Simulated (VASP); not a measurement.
# B3N4 in VASP: single point with PBE+D3(BJ)

Aim: the single point of B3N4 with PBE+D3(BJ).

All numbers are computed with VASP 6.6.1; they aren't measurements. Logs are shortened: lines on timing, memory, paths and dates and some standing lists are left out, and cuts for length are marked.

## Step 1: The cell of the first run

The cell holds a slab with vacuum, 7 atoms: a = 2.506 Å, b = 2.506 Å, c = 25.593 Å, α = 90.00°, β = 90.00°, γ = 120.00°.

## Step 2: Single point, PBE+D3(BJ), collinear spin

Contents of INCAR:

```
SYSTEM = B3N4
PREC = Accurate ; ENCUT = 520
EDIFF = 1E-6 ; ISMEAR = 0
SIGMA = 0.05 ; LREAL = .False.
LASPH = .True. ; NELM = 150
ALGO = Normal ; ISIF = 2
LWAVE = .False. ; LCHARG = .False.
ISPIN = 2 ; MAGMOM = 0 0 0 0 0 0 3
LORBIT = 11 ; LDIPOL = .True.
IDIPOL = 3 ; DIPOL = 0.5 0.5 0.488
GGA = PE ; IVDW = 12
NBANDS = 28
```

Contents of KPOINTS:

```
regular mesh
0
Gamma
  12 12 1
  0 0 0
```

Contents of POSCAR:

```
B3N4
1.0
    2.5061138137      0.0000000000      0.0000000000
   -1.2530569069      2.1703582275      0.0000000000
    0.0000000000      0.0000000000     25.5926876598
B N
3 4
Direct
    0.6666666667      0.3333333333      0.3321261179
    0.3519717192      0.7039434384      0.4621385194
   -0.0233872597     -0.0467745194      0.5948485491
    0.3333333333      0.6666666667      0.3322402185
    0.0186536906      0.0373073812      0.4621899514
    0.6456365777      0.2912731554      0.5855843507
    0.7928158013      0.5856316026      0.6437519779
```

Potentials or basis: VASP PAW PBE potentials, release 64 (B, N).

Run with:

```
$ cat potpaw_PBE.64/B/POTCAR potpaw_PBE.64/N/POTCAR > POTCAR
$ mpirun -np 1 vasp_std > vasp.out
```

OUTCAR:

```text
SYSTEM = B3N4
   PREC = Accurate
   ENCUT = 520
   EDIFF = 1E-6
   ISMEAR = 0
   LREAL = .False.
   LASPH = .True.
   NELM = 150
   ISIF = 2
   ISPIN = 2
   LORBIT = 11
   GGA = PE
   IVDW = 12
 IVDW          = 12

 ion  position               nearest neighbor table
   1  0.667  0.333  0.332-   4 1.45   4 1.45   4 1.45
   2  0.352  0.704  0.462-   5 1.45   5 1.45   5 1.45
   3  0.977  0.953  0.595-   6 1.46   6 1.47   6 1.47   7 1.48
   4  0.333  0.667  0.332-   1 1.45   1 1.45   1 1.45
   5  0.019  0.037  0.462-   2 1.45   2 1.45   2 1.45
   6  0.646  0.291  0.586-   3 1.46   3 1.47   3 1.47   7 1.62
   7  0.793  0.586  0.644-   3 1.48   6 1.62

  LATTYP: Found a hexagonal cell.
 ALAT       =     2.5061138137
 C/A-ratio  =    10.2121011105

  Lattice vectors:

 A1 = (   2.5061138137,   0.0000000000,   0.0000000000)
 A2 = (  -1.2530569069,   2.1703582275,   0.0000000000)
 A3 = (   0.0000000000,   0.0000000000,  25.5926876598)

Analysis of symmetry for initial positions (statically):
=====================================================================
 Subroutine PRICEL returns:
 Original cell was already a primitive cell.

 Routine SETGRP: Setting up the symmetry group for a
 hexagonal supercell.

 Subroutine GETGRP returns: Found  2 space group operations
 (whereof  2 operations were pure point group operations)
 out of a pool of 24 trial point group operations.

The static configuration has the point symmetry C_1h.

Analysis of symmetry for dynamics (positions and initial velocities):
=====================================================================
 Subroutine PRICEL returns:
 Original cell was already a primitive cell.

 Routine SETGRP: Setting up the symmetry group for a
 hexagonal supercell.

 Subroutine GETGRP returns: Found  2 space group operations
 (whereof  2 operations were pure point group operations)
 out of a pool of 24 trial point group operations.

The dynamic configuration has the point symmetry C_1h.

Analysis of structural, dynamic, and magnetic symmetry:
=====================================================================
 Subroutine PRICEL returns:
 Original cell was already a primitive cell.

 Routine SETGRP: Setting up the symmetry group for a
 hexagonal supercell.

 Subroutine GETGRP returns: Found  2 space group operations
 (whereof  2 operations were pure point group operations)
 out of a pool of 24 trial point group operations.

The overall configuration has the point symmetry C_1h.

 Subroutine INISYM returns: Found  2 space group operations
 (whereof  2 operations are pure point group operations),
 and found     1 'primitive' translations

----------------------------------------------------------------------------------------

                                     Primitive cell

  volume of cell :     139.2028

  direct lattice vectors                    reciprocal lattice vectors
     2.506113814  0.000000000  0.000000000     0.399024176  0.230376716  0.000000000
    -1.253056907  2.170358227  0.000000000     0.000000000  0.460753431  0.000000000
     0.000000000  0.000000000 25.592687660     0.000000000  0.000000000  0.039073661

  length of vectors
     2.506113814  2.506113814 25.592687660     0.460753431  0.460753431  0.039073661

  position of ions in fractional coordinates (direct lattice)
     0.666666667  0.333333333  0.332126118
     0.351971719  0.703943438  0.462138519
     0.976612740  0.953225481  0.594848549
     0.333333333  0.666666667  0.332240218
     0.018653691  0.037307381  0.462189951
     0.645636578  0.291273155  0.585584351
     0.792815801  0.585631603  0.643751978

  ion indices of the primitive-cell ions
   primitive index   ion index
                 1           1
                 2           2
                 3           3
                 4           4
                 5           5
                 6           6
                 7           7

----------------------------------------------------------------------------------------

 KPOINTS: regular mesh

Automatic generation of k-mesh.
 Grid dimensions read from file:
 generate k-points for:   12   12    1

 Generating k-lattice:

  Cartesian coordinates                     Fractional coordinates (reciprocal lattice)
     0.033252015  0.019198060  0.000000000     0.083333333  0.000000000  0.000000000
     0.000000000  0.038396119  0.000000000     0.000000000  0.083333333  0.000000000
     0.000000000  0.000000000  0.039073661     0.000000000  0.000000000  1.000000000

  Length of vectors
     0.038396119  0.038396119  0.039073661

  Shift w.r.t. Gamma in fractional coordinates (k-lattice)
     0.000000000  0.000000000  0.000000000

 Subroutine IBZKPT returns following result:
 ===========================================

 Found     43 irreducible k-points:

 Following reciprocal coordinates:
            Coordinates               Weight
  0.000000  0.000000  0.000000      1.000000
  0.083333  0.000000  0.000000      4.000000
  0.000000  0.083333  0.000000      2.000000
  0.166667  0.000000  0.000000      4.000000
  0.000000  0.166667  0.000000      2.000000
  0.250000  0.000000  0.000000      4.000000
[... 16 lines left out ...]
 -0.083333  0.416667  0.000000      4.000000
 -0.416667  0.333333  0.000000      4.000000
 [... further k-points ...]
   k-points           NKPTS =     43   k-points in BZ     NKDIM =     43   number of bands    NBANDS=     28
   number of dos      NEDOS =    301   number of ions     NIONS =      7
   total plane-waves  NPLWV =  76800
   dimension x,y,z NGX =    20 NGY =   20 NGZ =  192
   dimension x,y,z NGXF=    40 NGYF=   40 NGZF=  384
   ions per type =               3   4
   NGX,Y,Z   is equivalent  to a cutoff of  13.27, 13.27, 12.47 a.u.
   NGXF,Y,Z  is equivalent  to a cutoff of  26.53, 26.53, 24.94 a.u.
 SYSTEM =  B3N4
   PREC   = accura    normal or accurate (medium, high low for compatibility)
   ISTART =      0    job   : 0-new  1-cont  2-samecut
   ICHARG =      2    charge: 1-file 2-atom 10-const
   ISPIN  =      2    spin polarized calculation?
   LNONCOLLINEAR =      F non collinear calculations
   LSORBIT =      F    spin-orbit coupling
   LASPH  =      T    aspherical Exc in radial PAW
   ENCUT  =  520.0 eV  38.22 Ry    6.18 a.u.   4.66  4.66 47.59*2*pi/ulx,y,z
   NELM   =    150;   NELMIN=  2; NELMDL= -5     # of ELM steps
   EDIFF  = 0.1E-05   stopping-criterion for ELM
   LREAL  =      F    real-space projection
   EDIFFG = 0.1E-04   stopping-criterion for IOM
   NSW    =      0    number of steps for IOM
   IBRION =     -1    ionic relax: 0-MD 1-quasi-New 2-CG
   NFREE  =      0    steps in history (QN), initial steepest desc. (CG)
   ISIF   =      2    stress and relaxation
   ISYM   =      2    0-nonsym 1-usesym 2-fastsym
   POTIM  = 0.5000    time-step for ionic-motion
   TEBEG  =    0.0;   TEEND  =   0.0 temperature during run
   PSTRESS=    0.0 pullay stress
   NELECT =      29.0000    total number of electrons
   NUPDOWN=      -1.0000    fix difference up-down
   EMIN   =  10.00;   EMAX   =-10.00  energy-range for DOS
   EFERMI =   0.00;   METHOD = LEGACY
   ISMEAR =     0;   SIGMA  =   0.05  broadening in eV -4-tet -1-fermi 0-gaus
   EFERMI_NEDOS =   21; number of points for ismear=-14 and -15
   IALGO  =     38    algorithm
   IMIX   =      4    mixing-type and parameters
     AMIX     =   0.40;   BMIX     =  1.00
     AMIX_MAG =   1.60;   BMIX_MAG =  1.00
  volume/ion in A,a.u.               =      19.89       134.20
  Fermi-wavevector in a.u.,A,eV,Ry     =   0.970491  1.833962 12.814682  0.941853
  Thomas-Fermi vector in A             =   2.100630
   LORBIT       =     11    0 simple, 1 ext, 2 COOP (PROOUT), +10 PAW based schemes
   GGA     = PE    functional components
   LHFCALC =     F    Hartree Fock is set to
   AEXX    =    0.0000 exact exchange contribution
   IVDW    =    12    specifies the selected vdW correction
   LEPSILON=     F    determine dielectric tensor
   LRPA    =     F    only Hartree local field effects (RPA)
 spin polarized calculation
 Gauss-broadening in eV      SIGMA  =   0.05
  energy-cutoff  :      520.00
  volume of cell :      139.20
 maximum number of plane-waves:      3783
   NGX =  9   NGY =  9   NGZ = 95

 number of electron      29.0000000 magnetization       0.0051851

 number of electron      29.0000000 magnetization      -0.1409814

 dipolmoment           0.000000      0.000000      0.104439 electrons x Angstroem

 Free energy of the ion-electron system (eV)
  ---------------------------------------------------
  ext. energy  EPLUGINS =         0.00000000
  ---------------------------------------------------
  free energy    TOTEN  =       -56.20002849 eV

  energy without entropy =      -56.19905201  energy(sigma->0) =      -56.19954025

 E-fermi :  -1.5667     XC(G=0):  -4.8286

 val. band max:       -1.5781104721   @ k =   0.2500   0.0833   0.0000
 cond. band min:      -1.5412781531   @ k =   0.0000   0.0833   0.0000
 fundamental gap:      0.0368323190
 Fermi energy:        -1.5666810833

 spin component 1

 k-point     1 :       0.0000    0.0000    0.0000
  band No.  band energies     occupation
      1     -23.7342      1.00000
      2     -21.0238      1.00000
      3     -20.8465      1.00000
      4     -15.8761      1.00000
      5      -9.0629      1.00000
      6      -8.1292      1.00000
[... 18 lines left out ...]
     25       8.2361      0.00000
     26       8.2407      0.00000

 k-point     2 :       0.0833    0.0000    0.0000
  band No.  band energies     occupation
      1     -23.6011      1.00000
      2     -20.8894      1.00000
      3     -20.7139      1.00000
      4     -15.7511      1.00000
      5      -8.8829      1.00000
      6      -7.9794      1.00000
[... 630 lines left out ...]
 k-point    24 :      -0.4167    0.3333    0.0000
  band No.  band energies     occupation
      1     -21.3927      1.00000
      2     -18.5768      1.00000
      3     -18.4389      1.00000
      4     -14.2859      1.00000
      5     -11.5662      1.00000
      6     -10.9451      1.00000
[... 18 lines left out ...]
     25       9.3614      0.00000
     26      10.0240      0.00000

 [... further k-points ...]

 spin component 2

 k-point     1 :       0.0000    0.0000    0.0000
  band No.  band energies     occupation
      1     -23.7940      1.00000
      2     -21.0238      1.00000
      3     -20.8466      1.00000
      4     -15.9812      1.00000
      5      -9.0653      1.00000
      6      -8.1424      1.00000
[... 18 lines left out ...]
     25       8.2380      0.00000
     26       8.2407      0.00000

 k-point     2 :       0.0833    0.0000    0.0000
  band No.  band energies     occupation
      1     -23.6610      1.00000
      2     -20.8894      1.00000
      3     -20.7140      1.00000
      4     -15.8569      1.00000
      5      -8.8855      1.00000
      6      -7.9965      1.00000
[... 630 lines left out ...]
 k-point    24 :      -0.4167    0.3333    0.0000
  band No.  band energies     occupation
      1     -21.4562      1.00000
      2     -18.5768      1.00000
      3     -18.4390      1.00000
      4     -14.3886      1.00000
      5     -11.6106      1.00000
      6     -10.9451      1.00000
[... 18 lines left out ...]
     25       9.3469      0.00000
     26      10.0304      0.00000

 [... further k-points ...]

 [bands above 26 left out]

------------------------ aborting loop because EDIFF is reached ----------------------------------------

 vacuum level on the upper side and lower side of the slab       (xc-potential included)         1.699        -1.703

 Edisp (eV)   -0.88309

 E8    (eV) :    -0.2628

  FORCE on cell =-STRESS in cart. coord.  units (eV):
  Direction    XX          YY          ZZ          XY          YZ          ZX
  --------------------------------------------------------------------------------------
  -------------------------------------------------------------------------------------
  Total       2.46755     9.71319     0.10060    -0.00000    -0.02090     0.00000
  in kB      28.40062   111.79550     1.15788    -0.00000    -0.24052     0.00000
  external pressure =       47.12 kB  Pullay stress =        0.00 kB

 VOLUME and BASIS-vectors are now :
 -----------------------------------------------------------------------------
  energy-cutoff  :      520.00
  volume of cell :      139.20
      direct lattice vectors                 reciprocal lattice vectors
     2.506113814  0.000000000  0.000000000     0.399024176  0.230376716  0.000000000
    -1.253056907  2.170358227  0.000000000     0.000000000  0.460753431  0.000000000
     0.000000000  0.000000000 25.592687660     0.000000000  0.000000000  0.039073661

 POSITION                                       TOTAL-FORCE (eV/Angst)
 -----------------------------------------------------------------------------------
      1.25306      0.72345      8.50000         0.000000     -0.002134      0.056411
     -0.00000      1.52781     11.82737         0.000000     -0.000895      0.005547
      1.25306      2.06884     15.22377        -0.000000      0.046266     -0.077109
     -0.00000      1.44691      8.50292        -0.000000      0.006277     -0.056141
     -0.00000      0.08097     11.82868         0.000000     -0.000139     -0.009680
      1.25306      0.63217     14.98668         0.000000     -0.046338     -0.045361
      1.25306      1.27103     16.47534         0.000000     -0.003038      0.126332
 -----------------------------------------------------------------------------------
    total drift:                               -0.000000      0.000172     -0.000150

  FREE ENERGIE OF THE ION-ELECTRON SYSTEM (eV)
  ---------------------------------------------------
  free  energy   TOTEN  =       -57.0831209331 eV

  energy  without entropy=      -57.0821444542  energy(sigma->0) =      -57.08263269

 vacuum level on the upper side and lower side of the slab         5.999         2.484

 total charge

# of ion       s       p       d       tot
------------------------------------------
    1        0.743   1.424   0.000   2.168
    2        0.744   1.424   0.000   2.168
    3        0.736   1.579   0.000   2.315
    4        1.225   2.793   0.000   4.019
    5        1.225   2.795   0.000   4.020
    6        1.256   2.726   0.000   3.982
    7        1.375   2.172   0.000   3.547
--------------------------------------------------
tot          7.305  14.913   0.000  22.217

 magnetization (x)

# of ion       s       p       d       tot
------------------------------------------
    1        0.000   0.000   0.000   0.000
    2        0.000   0.000   0.000   0.000
    3       -0.003  -0.003   0.000  -0.006
    4       -0.000  -0.000   0.000  -0.000
    5       -0.000   0.000   0.000   0.000
    6       -0.001  -0.007   0.000  -0.008
    7       -0.004  -0.093   0.000  -0.097
--------------------------------------------------
tot         -0.008  -0.104   0.000  -0.111
```

It took 14 min on 1 thread of Oxide Virtual Turin-like, shared host; peak memory 0.42 GiB.

Results:

- Free energy: -57.0831 eV
- Largest force: 0.126 eV/Å
- Net moment: -0.14 μB per cell
- Site moments: B +0.00, -0.01; N -0.00, +0.00, -0.01, -0.10 μB
- Valence electrons inside the program's atomic spheres: B 2.17, 2.31; N 4.02, 3.98, 3.55
- Dispersion energy per atom: -0.126 eV

Forces on the atoms (eV/Å):
```
B    0.000 -0.002  0.056
B    0.000 -0.001  0.006
B    0.000  0.046 -0.077
N    0.000  0.006 -0.056
N    0.000  0.000 -0.010
N    0.000 -0.046 -0.045
N    0.000 -0.003  0.126
```

Levels at points of the mesh, in eV from the Fermi level:
Spin up:
```csv
k point,band 11,band 12,band 13,band 14,band 15,band 16,band 17,band 18
"(0.00, 0.00, 0.00)",-3.10,-2.99,-2.99,0.08,1.68,3.16,3.68,4.71
"(0.50, 0.00, 0.00)",-4.53,-2.93,-2.77,-2.43,-0.64,2.76,3.33,4.49
"(0.00, 0.50, 0.00)",-5.78,-2.78,-2.51,-2.12,1.56,2.81,2.90,3.34
```
Spin down:
```tsv
k point	band 13	band 14	band 15	band 16	band 17	band 18
(0.00, 0.00, 0.00)	-2.99	-0.10	1.39	3.15	3.63	4.77
(0.50, 0.00, 0.00)	-2.79	-2.43	-0.86	2.76	3.33	4.43
(0.00, 0.50, 0.00)	-2.51	-2.21	1.29	2.76	2.89	3.34
```
